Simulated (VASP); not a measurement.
# MgBe2Te3 (P4mm) in VASP: a series of runs

MgBe2Te3 is run at these levels: PBE; tasks: single point, relaxation of cell and atoms.

Everything below comes from runs of VASP 6.6.1. Logs are shortened: lines on timing, memory, paths and dates and some standing lists are left out, and cuts for length are marked.

## (1) The cell of the first run

The structure is tetragonal, space group P4mm (No. 99). Conventional cell: a = 3.777 Å, b = 3.777 Å, c = 8.220 Å, α = 90.00°, β = 90.00°, γ = 90.00°. Mg (site symmetry 4mm) has 5 Be at 2.82 to 2.93 Å and 8 Te at 3.34 to 3.61 Å within 3.7 Å. Be (site symmetry 4mm) has 8 Te at 2.83 to 2.90 Å and 1 Mg at 2.93 Å within 3.7 Å. Be (site symmetry 4mm) has 4 Mg at 2.82 Å and 5 Te at 2.88 to 2.92 Å within 3.7 Å. Te (site symmetry 2mm) has 4 Te at 2.67 Å and 4 Be at 2.88 to 2.90 Å within 3.5 Å. Te (site symmetry 4mm) has 5 Be at 2.83 to 2.92 Å and 4 Mg at 3.34 Å and 4 Te at 3.66 Å within 3.7 Å.

## (2) Single point, PBE

File INCAR:

```
  ALGO = Normal
  EDIFF = 1E-6
  ENCUT = 520
  GGA = PE
  ISIF = 2
  ISMEAR = 0
  LASPH = True
  LCHARG = True
  LELF = True
  LREAL = False
  LVHAR = True
  LWAVE = False
  NBANDS = 21
  NELM = 100
  PREC = Accurate
  SIGMA = 0.1
```

File KPOINTS:

```
k-points
0
Gamma
  4 4 2
```

File POSCAR:

```
MgBe2Te3
1.0
    3.7767200900      0.0000000000      0.0000000000
    0.0000000000      3.7767200900      0.0000000000
    0.0000000000      0.0000000000      8.2197210000
Mg Be Te
1 2 3
Direct
    0.5000000000      0.5000000000      0.6236239100
    0.5000000000      0.5000000000      0.2665635600
    0.0000000000      0.0000000000      0.7339377400
    0.5000000000      0.0000000000      0.9983087800
    0.0000000000      0.5000000000      0.9983087800
    0.0000000000      0.0000000000      0.3792572600
```

Potentials or basis: VASP PAW PBE potentials, release 64 (Mg, Be, Te).

Run with:

```sh
> cat potpaw_PBE.64/Mg/POTCAR potpaw_PBE.64/Be/POTCAR potpaw_PBE.64/Te/POTCAR > POTCAR
> mpirun -np 1 vasp_std > vasp.out
```

OUTCAR:

```text
EDIFF = 1E-6
   ENCUT = 520
   GGA = PE
   ISIF = 2
   ISMEAR = 0
   LASPH = True
   LREAL = False
   NELM = 100
   PREC = Accurate

 ion  position               nearest neighbor table
   1  0.500  0.500  0.624-   3 2.82   3 2.82   3 2.82   3 2.82   2 2.93   6 3.34   6 3.34   6 3.34
                             6 3.34   5 3.61   4 3.61   4 3.61   5 3.61
   2  0.500  0.500  0.267-   6 2.83   6 2.83   6 2.83   6 2.83   5 2.90   5 2.90   4 2.90   4 2.90
                             1 2.93
   3  0.000  0.000  0.734-   1 2.82   1 2.82   1 2.82   1 2.82   5 2.88   5 2.88   4 2.88   4 2.88
                             6 2.92
   4  0.500  0.000  0.998-   5 2.67   5 2.67   5 2.67   5 2.67   3 2.88   3 2.88   2 2.90   2 2.90
                             1 3.61   1 3.61   6 3.66   6 3.66
   5  0.000  0.500  0.998-   4 2.67   4 2.67   4 2.67   4 2.67   3 2.88   3 2.88   2 2.90   2 2.90
                             1 3.61   1 3.61   6 3.66   6 3.66
   6  0.000  0.000  0.379-   2 2.83   2 2.83   2 2.83   2 2.83   3 2.92   1 3.34   1 3.34   1 3.34
                             1 3.34   5 3.66   4 3.66   5 3.66   4 3.66

  LATTYP: Found a simple tetragonal cell.
 ALAT       =     3.7767200900
 C/A-ratio  =     2.1764178451

  Lattice vectors:

 A1 = (   3.7767200900,   0.0000000000,   0.0000000000)
 A2 = (   0.0000000000,   3.7767200900,   0.0000000000)
 A3 = (   0.0000000000,   0.0000000000,   8.2197210000)

Analysis of symmetry for initial positions (statically):
=====================================================================
 Subroutine PRICEL returns:
 Original cell was already a primitive cell.

 Routine SETGRP: Setting up the symmetry group for a
 simple tetragonal supercell.

 Subroutine GETGRP returns: Found  8 space group operations
 (whereof  8 operations were pure point group operations)
 out of a pool of 16 trial point group operations.

The static configuration has the point symmetry C_4v.

Analysis of symmetry for dynamics (positions and initial velocities):
=====================================================================
 Subroutine PRICEL returns:
 Original cell was already a primitive cell.

 Routine SETGRP: Setting up the symmetry group for a
 simple tetragonal supercell.

 Subroutine GETGRP returns: Found  8 space group operations
 (whereof  8 operations were pure point group operations)
 out of a pool of 16 trial point group operations.

The dynamic configuration has the point symmetry C_4v.

 Subroutine INISYM returns: Found  8 space group operations
 (whereof  8 operations are pure point group operations),
[... 94 lines left out ...]
   NSW    =      0    number of steps for IOM
   IBRION =     -1    ionic relax: 0-MD 1-quasi-New 2-CG
   NFREE  =      0    steps in history (QN), initial steepest desc. (CG)
   ISIF   =      2    stress and relaxation
   ISYM   =      2    0-nonsym 1-usesym 2-fastsym
   POTIM  = 0.5000    time-step for ionic-motion
   TEBEG  =    0.0;   TEEND  =   0.0 temperature during run
   PSTRESS=    0.0 pullay stress
   NELECT =      24.0000    total number of electrons
   NUPDOWN=      -1.0000    fix difference up-down
   EMIN   =  10.00;   EMAX   =-10.00  energy-range for DOS
   EFERMI =   0.00;   METHOD = LEGACY
   ISMEAR =     0;   SIGMA  =   0.10  broadening in eV -4-tet -1-fermi 0-gaus
   EFERMI_NEDOS =   21; number of points for ismear=-14 and -15
   IALGO  =     38    algorithm
   IMIX   =      4    mixing-type and parameters
     AMIX     =   0.40;   BMIX     =  1.00
     AMIX_MAG =   1.60;   BMIX_MAG =  1.00
  volume/ion in A,a.u.               =      19.54       131.87
  Fermi-wavevector in a.u.,A,eV,Ry     =   0.964828  1.823260 12.665557  0.930892
  Thomas-Fermi vector in A             =   2.094492
   LORBIT       =      0    0 simple, 1 ext, 2 COOP (PROOUT), +10 PAW based schemes
   GGA     = PE    functional components
   LHFCALC =     F    Hartree Fock is set to
   AEXX    =    0.0000 exact exchange contribution
   IVDW    =     0    specifies the selected vdW correction
   LEPSILON=     F    determine dielectric tensor
   LRPA    =     F    only Hartree local field effects (RPA)
 non-spin polarized calculation
 Gauss-broadening in eV      SIGMA  =   0.10
  energy-cutoff  :      520.00
  volume of cell :      117.24
 maximum number of plane-waves:      3180
   NGX = 15   NGY = 15   NGZ = 31

 number of electron      24.0000002 magnetization

 Free energy of the ion-electron system (eV)
  ---------------------------------------------------
  ext. energy  EPLUGINS =         0.00000000
  ---------------------------------------------------
  free energy    TOTEN  =       -12.79794274 eV

  energy without entropy =      -12.76473239  energy(sigma->0) =      -12.78133756

 E-fermi :   8.1920     XC(G=0): -10.0787

 val. band max:        8.1737973110   @ k =   0.5000   0.2500   0.0000
 cond. band min:       8.2170105668   @ k =   0.5000   0.5000   0.5000
 fundamental gap:      0.0432132557
 Fermi energy:         8.1920069880

 k-point     1 :       0.0000    0.0000    0.0000
  band No.  band energies     occupation
      1      -9.0319      2.00000
      2      -4.0188      2.00000
      3      -0.2238      2.00000
      4       0.3543      2.00000
      5       1.5442      2.00000
      6       1.5442      2.00000
[... 277 lines left out ...]
     20      15.2387      0.00000
     21      15.2546      0.00000

------------------------ aborting loop because EDIFF is reached ----------------------------------------

  FORCE on cell =-STRESS in cart. coord.  units (eV):
  Direction    XX          YY          ZZ          XY          YZ          ZX
  --------------------------------------------------------------------------------------
  -------------------------------------------------------------------------------------
  Total       15.9521463     15.9521463      2.9728420      0.0000000     -0.0000000      0.0000000
  in kB      217.9932431    217.9932431     40.6252208      0.0000000     -0.0000000      0.0000000
  external PRESSURE =     158.8705690 kB  Pullay stress =       0.0000000 kB

 VOLUME and BASIS-vectors are now :
 -----------------------------------------------------------------------------
  energy-cutoff  :      520.00
  volume of cell :      117.24
      direct lattice vectors                 reciprocal lattice vectors
     3.776720090  0.000000000  0.000000000     0.264780014  0.000000000  0.000000000
     0.000000000  3.776720090  0.000000000     0.000000000  0.264780014  0.000000000
     0.000000000  0.000000000  8.219721000     0.000000000  0.000000000  0.121658631

 POSITION                                       TOTAL-FORCE (eV/Angst)
 -----------------------------------------------------------------------------------
      1.88836      1.88836      5.12601         0.000000     -0.000000     -0.514310
      1.88836      1.88836      2.19108         0.000000      0.000000      0.984979
      0.00000      0.00000      6.03276         0.000000     -0.000000     -1.173966
      1.88836      0.00000      8.20582         0.000000     -0.000000      0.111951
      0.00000      1.88836      8.20582        -0.000000     -0.000000      0.111951
      0.00000      0.00000      3.11739        -0.000000     -0.000000      0.479396
 -----------------------------------------------------------------------------------
    total drift:                               -0.000000     -0.000000     -0.000037

  FREE ENERGIE OF THE ION-ELECTRON SYSTEM (eV)
  ---------------------------------------------------
  free  energy   TOTEN  =       -12.7979427350 eV

  energy  without entropy=      -12.7647323923  energy(sigma->0) =      -12.78133756
```

stdout:

```text
POSCAR found type information on POSCAR MgBeTe
 POSCAR found :  3 types and       6 ions
 scaLAPACK will be used
 LDA part: xc-table for (Slater+PW92), standard interpolation
 POSCAR, INCAR and KPOINTS ok, starting setup
 FFT: planning ... GRIDC
 FFT: planning ... GRID_SOFT
 FFT: planning ... GRID
 WAVECAR not read
 entering main loop
```

Wall time 22 s (1 thread of AMD EPYC 9R45 (Zen 5), shared host); peak memory 0.19 GiB.

What came out:

```
Free energy            : -12.7979 eV
Pressure               : 15.9 GPa
Largest force          : 1.174 eV/Å
Band gap on the k mesh : zero (band 12 reaches 8.34 eV, above the bottom of band 13 at 7.64 eV)
```

Forces in eV/Å, atoms in the order of the input:
```
Mg   0.000  0.000 -0.514
Be   0.000  0.000  0.985
Be   0.000  0.000 -1.174
Te   0.000  0.000  0.112
Te   0.000  0.000  0.112
Te   0.000  0.000  0.479
```

Caveat: the k points lie up to 0.42 Å⁻¹ apart; spin-orbit coupling is left out, which moves the levels of the heavy elements; forces of over 1 eV/Å act on the atoms, so gaps and moduli don't describe the material at rest.

[end of part 1 of 3]
